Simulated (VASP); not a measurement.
# MgS (P6_3mc) in VASP: a series of runs

Runs on MgS. Level: PBEsol. Tasks: single point.

Everything below comes from runs of VASP 6.6.1. Logs are shortened: lines on timing, memory, paths and dates and some standing lists are left out, and cuts for length are marked.

### Step 1. The cell of the first run

The structure is hexagonal, space group P6_3mc (No. 186). The conventional cell has a = 3.712 Å, b = 3.712 Å, c = 6.175 Å, α = 90.00°, β = 90.00°, γ = 120.00°. Mg (site symmetry 3m) has 4 S at 2.26 to 2.37 Å within 3.0 Å. Within 3.0 Å of S (site symmetry 3m) lie 4 Mg at 2.26 to 2.37 Å.

### Step 2. Single point, PBEsol (strain -0.080 along x and y, -0.040 along z)

INCAR reads:

```
PREC = Accurate
ENCUT = 520
EDIFF = 1E-6
ISMEAR = 0
SIGMA = 0.05
LREAL = False
LASPH = True
NELM = 60
ALGO = Normal
ISIF = 2
LWAVE = False
LCHARG = False
GGA = PS
NBANDS = 16
```

KPOINTS reads:

```
Automatic mesh
0
Gamma
  6 6 4
```

POSCAR reads:

```
MgS
1.0
    3.7118526143      0.0000000000      0.0000000000
   -1.8559263071      3.2145586591      0.0000000000
    0.0000000000      0.0000000000      6.1750024128
Mg S
2 2
Direct
    0.6666666667      0.3333333333      0.4957548500
    0.3333333333      0.6666666667      0.9957548500
    0.3333333333      0.6666666667      0.3792441500
    0.6666666667      0.3333333333      0.8792441500
```

Potentials or basis: VASP PAW PBE potentials, release 64 (Mg, S).

Command:

```console
$ cat potpaw_PBE.64/Mg/POTCAR potpaw_PBE.64/S/POTCAR > POTCAR
$ mpirun -np 1 vasp_std > vasp.out
```

OUTCAR:

```text
PREC = Accurate
   ENCUT = 520
   EDIFF = 1E-6
   ISMEAR = 0
   LREAL = False
   LASPH = True
   NELM = 60
   ISIF = 2
   GGA = PS

 ion  position               nearest neighbor table
   1  0.667  0.333  0.496-   3 2.26   3 2.26   3 2.26   4 2.37
   2  0.333  0.667  0.996-   4 2.26   4 2.26   4 2.26   3 2.37
   3  0.333  0.667  0.379-   1 2.26   1 2.26   1 2.26   2 2.37
   4  0.667  0.333  0.879-   2 2.26   2 2.26   2 2.26   1 2.37

  LATTYP: Found a hexagonal cell.
 ALAT       =     3.7118526143
 C/A-ratio  =     1.6635904101

  Lattice vectors:

 A1 = (   3.7118526143,   0.0000000000,   0.0000000000)
 A2 = (  -1.8559263071,   3.2145586591,   0.0000000000)
 A3 = (   0.0000000000,   0.0000000000,   6.1750024128)

Analysis of symmetry for initial positions (statically):
=====================================================================
 Subroutine PRICEL returns:
 Original cell was already a primitive cell.

 Routine SETGRP: Setting up the symmetry group for a
 hexagonal supercell.

 Subroutine GETGRP returns: Found 12 space group operations
 (whereof  6 operations were pure point group operations)
 out of a pool of 24 trial point group operations.

The static configuration has the point symmetry C_3v.
 The point group associated with its full space group is C_6v.

Analysis of symmetry for dynamics (positions and initial velocities):
=====================================================================
 Subroutine PRICEL returns:
 Original cell was already a primitive cell.

 Routine SETGRP: Setting up the symmetry group for a
 hexagonal supercell.

 Subroutine GETGRP returns: Found 12 space group operations
 (whereof  6 operations were pure point group operations)
 out of a pool of 24 trial point group operations.

The dynamic configuration has the point symmetry C_3v.
 The point group associated with its full space group is C_6v.

 Subroutine INISYM returns: Found 12 space group operations
 (whereof  6 operations are pure point group operations),
 and found     1 'primitive' translations

----------------------------------------------------------------------------------------

                                     Primitive cell

  volume of cell :      73.6799

  direct lattice vectors                    reciprocal lattice vectors
     3.711852614  0.000000000  0.000000000     0.269407249  0.155542347  0.000000000
    -1.855926307  3.214558659  0.000000000     0.000000000  0.311084695  0.000000000
     0.000000000  0.000000000  6.175002413     0.000000000  0.000000000  0.161943257

  length of vectors
     3.711852614  3.711852614  6.175002413     0.311084695  0.311084695  0.161943257

  position of ions in fractional coordinates (direct lattice)
     0.666666667  0.333333333  0.495754850
     0.333333333  0.666666667  0.995754850
     0.333333333  0.666666667  0.379244150
     0.666666667  0.333333333  0.879244150

  ion indices of the primitive-cell ions
   primitive index   ion index
                 1           1
                 2           2
                 3           3
                 4           4

----------------------------------------------------------------------------------------

 KPOINTS: Automatic mesh

Automatic generation of k-mesh.
 Grid dimensions read from file:
 generate k-points for:    6    6    4

 Generating k-lattice:

  Cartesian coordinates                     Fractional coordinates (reciprocal lattice)
     0.044901208  0.025923725  0.000000000     0.166666667  0.000000000  0.000000000
     0.000000000  0.051847449  0.000000000     0.000000000  0.166666667  0.000000000
     0.000000000  0.000000000  0.040485814     0.000000000  0.000000000  0.250000000

  Length of vectors
     0.051847449  0.051847449  0.040485814

  Shift w.r.t. Gamma in fractional coordinates (k-lattice)
     0.000000000  0.000000000  0.000000000

 Subroutine IBZKPT returns following result:
 ===========================================

 Found     21 irreducible k-points:

 Following reciprocal coordinates:
            Coordinates               Weight
  0.000000  0.000000  0.000000      1.000000
  0.166667 -0.000000  0.000000      6.000000
  0.333333 -0.000000  0.000000      6.000000
  0.500000 -0.000000  0.000000      3.000000
  0.166667  0.166667  0.000000      6.000000
  0.333333  0.166667  0.000000     12.000000
[... 13 lines left out ...]
  0.333333  0.166667  0.500000     12.000000
  0.333333  0.333333  0.500000      2.000000
   k-points           NKPTS =     21   k-points in BZ     NKDIM =     21   number of bands    NBANDS=     16
   number of dos      NEDOS =    301   number of ions     NIONS =      4
   total plane-waves  NPLWV =  37632
   dimension x,y,z NGX =    28 NGY =   28 NGZ =   48
   dimension x,y,z NGXF=    56 NGYF=   56 NGZF=   96
   ions per type =               2   2
   NGX,Y,Z   is equivalent  to a cutoff of  12.54, 12.54, 12.92 a.u.
   NGXF,Y,Z  is equivalent  to a cutoff of  25.08, 25.08, 25.85 a.u.
 SYSTEM =  unknown system
[... 64 lines left out ...]

 k-point     1 :       0.0000    0.0000    0.0000
  band No.  band energies     occupation
      1      -9.6302      2.00000
      2      -8.6031      2.00000
      3      -1.5201      2.00000
      4       2.0494      2.00000
      5       2.0494      2.00000
      6       2.4807      2.00000
[... 8 lines left out ...]
     15      11.6164      0.00000
     16      12.3944      0.00000

 k-point     2 :       0.1667   -0.0000    0.0000
  band No.  band energies     occupation
      1      -9.4245      2.00000
      2      -8.4822      2.00000
      3      -1.2396      2.00000
      4       1.0152      2.00000
      5       1.5061      2.00000
      6       1.7701      2.00000
[... 8 lines left out ...]
     15      11.5886      0.00000
     16      11.6168      0.00000

 k-point     3 :       0.3333   -0.0000    0.0000
  band No.  band energies     occupation
      1      -8.9196      2.00000
      2      -8.2577      2.00000
      3      -0.5893      2.00000
      4      -0.4371      2.00000
      5       0.1032      2.00000
      6       1.3448      2.00000
[... 8 lines left out ...]
     15      12.0088      0.00000
     16      13.5804      0.00000

 k-point     4 :       0.5000   -0.0000    0.0000
  band No.  band energies     occupation
      1      -8.5546      2.00000
      2      -8.2098      2.00000
      3      -1.2167      2.00000
      4      -0.5163      2.00000
      5       0.2389      2.00000
      6       1.1672      2.00000
[... 8 lines left out ...]
     15      12.0486      0.00000
     16      14.6378      0.00000

 k-point     5 :       0.1667    0.1667    0.0000
  band No.  band energies     occupation
      1      -9.0651      2.00000
      2      -8.3070      2.00000
      3      -0.7158      2.00000
      4       0.1817      2.00000
      5       0.2130      2.00000
      6       1.3797      2.00000
[... 8 lines left out ...]
     15      12.2654      0.00000
     16      12.3811      0.00000

 k-point     6 :       0.3333    0.1667    0.0000
  band No.  band energies     occupation
      1      -8.5788      2.00000
      2      -8.1925      2.00000
      3      -0.8626      2.00000
      4      -0.3029      2.00000
      5       0.1637      2.00000
      6       0.6360      2.00000
[... 8 lines left out ...]
     15      12.0596      0.00000
     16      13.9792      0.00000
[... 210 lines left out ...]
 k-point    18 :       0.5000   -0.0000    0.5000
  band No.  band energies     occupation
      1      -8.3778      2.00000
      2      -8.3778      2.00000
      3      -1.2901      2.00000
      4      -1.2901      2.00000
      5       1.5065      2.00000
      6       1.5065      2.00000
[... 8 lines left out ...]
     15      13.1871      0.00000
     16      13.1871      0.00000

 k-point    19 :       0.1667    0.1667    0.5000
  band No.  band energies     occupation
      1      -8.7125      2.00000
      2      -8.7125      2.00000
      3      -0.3596      2.00000
      4      -0.3596      2.00000
      5       1.2365      2.00000
      6       1.2365      2.00000
[... 8 lines left out ...]
     15      12.0945      0.00000
     16      12.0945      0.00000

 k-point    20 :       0.3333    0.1667    0.5000
  band No.  band energies     occupation
      1      -8.3839      2.00000
      2      -8.3839      2.00000
      3      -0.9928      2.00000
      4      -0.9928      2.00000
      5       0.7495      2.00000
      6       0.7495      2.00000
[... 8 lines left out ...]
     15      13.0704      0.00000
     16      13.0704      0.00000

 k-point    21 :       0.3333    0.3333    0.5000
  band No.  band energies     occupation
      1      -8.2681      2.00000
      2      -8.2681      2.00000
      3      -0.7707      2.00000
      4      -0.7707      2.00000
      5      -0.0862      2.00000
      6      -0.0862      2.00000
[... 8 lines left out ...]
     15      12.5111      0.00000
     16      12.5111      0.00000

------------------------ aborting loop because EDIFF is reached ----------------------------------------

  FORCE on cell =-STRESS in cart. coord.  units (eV):
  Direction    XX          YY          ZZ          XY          YZ          ZX
  --------------------------------------------------------------------------------------
  -------------------------------------------------------------------------------------
  Total        9.7668220      9.7668220      5.4413278      0.0000000      0.0000000      0.0000000
  in kB      212.3805022    212.3805022    118.3222066      0.0000000      0.0000000      0.0000000
  external PRESSURE =     181.0277370 kB  Pullay stress =       0.0000000 kB

 VOLUME and BASIS-vectors are now :
 -----------------------------------------------------------------------------
  energy-cutoff  :      520.00
  volume of cell :       73.68
      direct lattice vectors                 reciprocal lattice vectors
     3.711852614  0.000000000  0.000000000     0.269407249  0.155542347  0.000000000
    -1.855926307  3.214558659  0.000000000     0.000000000  0.311084695  0.000000000
     0.000000000  0.000000000  6.175002413     0.000000000  0.000000000  0.161943257

 POSITION                                       TOTAL-FORCE (eV/Angst)
 -----------------------------------------------------------------------------------
      1.85593      1.07152      3.06129         0.000000      0.000000      0.657046
     -0.00000      2.14304      6.14879         0.000000      0.000000      0.657046
     -0.00000      2.14304      2.34183         0.000000      0.000000     -0.657046
      1.85593      1.07152      5.42933        -0.000000     -0.000000     -0.657046
 -----------------------------------------------------------------------------------
    total drift:                               -0.000000      0.000000     -0.000312

  FREE ENERGIE OF THE ION-ELECTRON SYSTEM (eV)
  ---------------------------------------------------
  free  energy   TOTEN  =       -17.0342919428 eV

  energy  without entropy=      -17.0342919428  energy(sigma->0) =      -17.03429194
```

Run time: 38 s. Hardware: 1 thread of AMD EPYC 7R13, shared host; peak memory 0.16 GiB.

Results:

* Free energy: -17.0343 eV
* Pressure: 18.1 GPa
* Largest force: 0.657 eV/Å
* Band gap on the k mesh: 4.44 eV, indirect (least direct gap 4.45 eV)

Forces on the atoms (eV/Å):
```
Mg   0.000  0.000  0.657
Mg   0.000  0.000  0.657
S    0.000  0.000 -0.657
S    0.000  0.000 -0.657
```

Stress tensor (GPa, compression positive):
```
21.24  0.00  0.00
 0.00 21.24  0.00
 0.00  0.00 11.83
```

Caveat: the cell differs from its parent crystal (strain -0.080 along x and y, -0.040 along z); the PAW data sets were made with another functional, which shifts forces and pressure a little.

### Step 3. Single point, PBEsol (strain -0.040 along x and y, -0.080 along z)

INCAR reads:

```
  PREC = Accurate
  ENCUT = 520
  EDIFF = 1E-6
  ISMEAR = 0
  SIGMA = 0.05
  LREAL = F
  LASPH = T
  NELM = 100
  ALGO = Normal
  ISIF = 2
  LWAVE = F
  LCHARG = F
  GGA = PS
  NBANDS = 16
```

KPOINTS is that of step 2.

POSCAR reads:

```
MgS
1.0
    3.8732375105      0.0000000000      0.0000000000
   -1.9366187553      3.3543220790      0.0000000000
    0.0000000000      0.0000000000      5.9177106456
Mg S
2 2
Direct
    0.6666666667      0.3333333333      0.4957548500
    0.3333333333      0.6666666667      0.9957548500
    0.3333333333      0.6666666667      0.3792441500
    0.6666666667      0.3333333333      0.8792441500
```

Potentials or basis: VASP PAW PBE potentials, release 64 (Mg, S).

Command:

```console
$ cat potpaw_PBE.64/Mg/POTCAR potpaw_PBE.64/S/POTCAR > POTCAR
$ mpirun -np 1 vasp_std > vasp.out
```

It took 40 s on 1 thread of AMD EPYC 7R13, shared host; peak memory 0.17 GiB.

It converged, with:

| Property | Result |
| --- | --- |
| Free energy | -17.3793 eV |
| Pressure | 12.8 GPa |
| Largest force | 0.647 eV/Å |
| Band gap on the k mesh | 4.01 eV, direct |

Forces in eV/Å, atoms in the order of the input:
```
Mg   0.000  0.000 -0.647
Mg   0.000  0.000 -0.647
S    0.000  0.000  0.647
S    0.000  0.000  0.647
```

Stress tensor (GPa, compression positive):
```
10.74  0.00  0.00
 0.00 10.74  0.00
 0.00  0.00 16.88
```

Levels at points of the mesh, in eV from the valence-band top:
```csv
k point,band 6,band 7,band 8,band 9,band 10,band 11
"(0.00, 0.00, 0.00)",-0.33,-0.33,0.00,4.01,4.74,7.39
"(0.50, 0.00, 0.00)",-1.74,-1.32,-0.62,4.36,5.15,6.15
"(0.00, 0.00, 0.50)",-0.64,-0.64,-0.64,5.29,5.29,7.48
"(0.50, 0.00, 0.50)",-1.25,-1.01,-1.01,4.55,4.55,6.43
```

Caveat: the cell differs from its parent crystal (strain -0.040 along x and y, -0.080 along z); the PAW data sets were made with another functional, which shifts forces and pressure a little. A k mesh can miss the band edges.

### Step 4. Single point, PBEsol (strain -0.080 along x and y, +0.040 along z)

INCAR reads:

```
SYSTEM = MgS
ALGO     = Normal         ! electronic algorithm
EDIFF    = 1E-6           ! SCF threshold, eV
ENCUT    = 520            ! plane-wave cutoff, eV
GGA      = PS             ! functional
ISIF     = 2              ! what is computed and relaxed
ISMEAR   = 0              ! smearing method
LASPH    = .True.         ! aspherical terms in the spheres
LCHARG   = .False.        ! write CHGCAR
LREAL    = .False.        ! projectors in reciprocal space
LWAVE    = .False.        ! write WAVECAR
NBANDS   = 16             ! bands
NELM     = 80             ! most SCF steps
PREC     = Accurate       ! precision mode
SIGMA    = 0.05           ! smearing width, eV
```

KPOINTS reads:

```
k-points
0
Gamma
  6 6 4
  0 0 0
```

POSCAR reads:

```
MgS
1.0
    3.7118526143      0.0000000000      0.0000000000
   -1.8559263071      3.2145586591      0.0000000000
    0.0000000000      0.0000000000      6.6895859472
Mg S
2 2
Direct
    0.6666666667      0.3333333333      0.4957548500
    0.3333333333      0.6666666667      0.9957548500
    0.3333333333      0.6666666667      0.3792441500
    0.6666666667      0.3333333333      0.8792441500
```

Command:

```console
$ cat potpaw_PBE.64/Mg/POTCAR potpaw_PBE.64/S/POTCAR > POTCAR
$ mpirun -np 1 vasp_std > vasp.out
```

Run time: 47 s. Hardware: 1 thread of AMD EPYC 7R13, shared host; peak memory 0.17 GiB.

The run converged. Its results:

```
Free energy            : -17.2347 eV
Pressure               : 11.0 GPa
Largest force          : 1.195 eV/Å
Band gap on the k mesh : 3.69 eV, direct
```

Forces on the atoms (eV/Å):
```
Mg   0.000  0.000  1.195
Mg   0.000  0.000  1.195
S    0.000  0.000 -1.195
S    0.000  0.000 -1.195
```

Stress tensor (GPa, compression positive):
```
16.54  0.00  0.00
 0.00 16.54  0.00
 0.00  0.00 -0.02
```

Levels at points of the mesh, in eV from the valence-band top:
| k point | band 6 | band 7 | band 8 | band 9 | band 10 | band 11 |
| --- | --- | --- | --- | --- | --- | --- |
| (0.00, 0.00, 0.00) | -0.27 | 0.00 | 0.00 | 3.69 | 5.72 | 7.49 |
| (0.50, 0.00, 0.00) | -1.11 | -1.06 | -0.54 | 4.69 | 4.99 | 5.99 |
| (0.00, 0.00, 0.50) | -0.14 | -0.14 | -0.14 | 5.73 | 5.73 | 7.41 |
| (0.50, 0.00, 0.50) | -1.11 | -0.85 | -0.85 | 4.37 | 4.37 | 6.22 |

Caveat: the cell differs from its parent crystal (strain -0.080 along x and y, +0.040 along z); the PAW data sets were made with another functional, which shifts forces and pressure a little.

### Step 5. Single point, PBEsol (strain -0.040 along x and y, -0.040 along z)

INCAR reads:

```
SYSTEM = MgS
ALGO = Normal ; EDIFF = 1E-6
ENCUT = 520 ; GGA = PS
ISIF = 2 ; ISMEAR = 0
LASPH = .True. ; LCHARG = .False.
LREAL = .False. ; LWAVE = .False.
NBANDS = 16 ; NELM = 60
PREC = Accurate ; SIGMA = 0.05
```

KPOINTS is that of step 4.

POSCAR reads:

```
MgS
1.0
    3.8732375105      0.0000000000      0.0000000000
   -1.9366187553      3.3543220790      0.0000000000
    0.0000000000      0.0000000000      6.1750024128
Mg S
2 2
Direct
    0.6666666667      0.3333333333      0.4957548500
    0.3333333333      0.6666666667      0.9957548500
    0.3333333333      0.6666666667      0.3792441500
    0.6666666667      0.3333333333      0.8792441500
```

Command:

```console
$ cat potpaw_PBE.64/Mg/POTCAR potpaw_PBE.64/S/POTCAR > POTCAR
$ mpirun -np 1 vasp_std > vasp.out
```

Wall time 40 s (1 thread of AMD EPYC 7R13, shared host); peak memory 0.17 GiB.

Results (log left out):

```
Free energy            : -17.6324 eV
Pressure               : 8.5 GPa
Largest force          : 0.028 eV/Å
Band gap on the k mesh : 3.89 eV, direct
```

Forces in eV/Å, atoms in the order of the input:
```
Mg   0.000  0.000  0.028
Mg   0.000  0.000  0.028
S    0.000  0.000 -0.028
S    0.000  0.000 -0.028
```

Stress tensor (GPa, compression positive):
```
8.89 0.00 0.00
0.00 8.89 0.00
0.00 0.00 7.86
```

Levels at points of the mesh, in eV from the valence-band top:
| k point | band 6 | band 7 | band 8 | band 9 | band 10 | band 11 |
| --- | --- | --- | --- | --- | --- | --- |
| (0.00, 0.00, 0.00) | -0.19 | -0.19 | 0.00 | 3.89 | 4.95 | 7.60 |
| (0.50, 0.00, 0.00) | -1.45 | -1.13 | -0.54 | 4.59 | 5.09 | 6.08 |
| (0.00, 0.00, 0.50) | -0.43 | -0.43 | -0.43 | 5.33 | 5.33 | 7.72 |
| (0.50, 0.00, 0.50) | -1.04 | -0.95 | -0.95 | 4.57 | 4.57 | 6.35 |

Caveat: the cell differs from its parent crystal (strain -0.040 along x and y, -0.040 along z); the PAW data sets were made with another functional, which shifts forces and pressure a little.

### Step 6. Summary

| cell | gap on the mesh (eV) | pressure (GPa) | largest force (eV/Å) |
| --- | --- | --- | --- |
| a = 3.712, b = 3.712, c = 6.175 Å, angles 90.0, 90.0, 120.0°, 4 atoms | 4.44 | 18.1 | 0.66 |
| a = 3.873, b = 3.873, c = 5.918 Å, angles 90.0, 90.0, 120.0°, 4 atoms | 4.01 | 12.8 | 0.65 |
| a = 3.712, b = 3.712, c = 6.690 Å, angles 90.0, 90.0, 120.0°, 4 atoms | 3.69 | 11.0 | 1.20 |
| a = 3.873, b = 3.873, c = 6.175 Å, angles 90.0, 90.0, 120.0°, 4 atoms | 3.89 | 8.5 | 0.03 |

Alike in all rows: task single point; level PBEsol; potentials or basis VASP PAW PBE potentials, release 64 (Mg, S); no spin polarisation; k mesh 6 × 6 × 4; cutoff (eV) 520; smearing gaussian 0.05 eV.

Caveats: the PAW data sets were made with another functional, which shifts forces and pressure a little.

Total energies depend on the potentials used, so only differences within one code and one set of settings carry meaning.
